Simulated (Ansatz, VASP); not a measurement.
# One calculation of SnSe, two programs

```
Sn Se
1.0
     4.25657    0.00000    0.00000
     0.00000    4.25657    0.00000
     0.00000    0.00000   10.91693
Sn Se
2 2
Direct
  0.00000 0.50000 0.62777
  0.50000 0.00000 0.37223
  0.00000 0.50000 0.38396
  0.50000 0.00000 0.61604
```

Change from the starting cell: volume scaled by 0.98.

Alike in both runs: task single point; functional PBE; k mesh 6 × 6 × 3; occupations fermi-dirac, width 0.05 eV; no spin polarisation.

|  | VASP | Ansatz |
| --- | --- | --- |
| version | VASP 6.6.1 | Ansatz 0.2.0 |
| potentials or method | VASP PAW PBE potentials, release 64 (Sn_d, Se), cutoff 520 eV | all-electron LAPW, scalar-relativistic |

Ansatz gave:

| Quantity | Value |
| --- | --- |
| gap on the k mesh at the Fermi level (eV) | 1.51 |
| least direct gap on the mesh (eV) | 1.51 |
| rms of the force components (eV/Å) | 0.189 |

Q: Which values does VASP return?

A: gap on the k mesh at the Fermi level (eV): 1.50; least direct gap on the mesh (eV): 1.50; rms of the force components (eV/Å): 0.198.

Atom by atom the forces differ by 0.010 eV/Å (rms over components). Ansatz ran all-electron here, and VASP with PAW potentials.
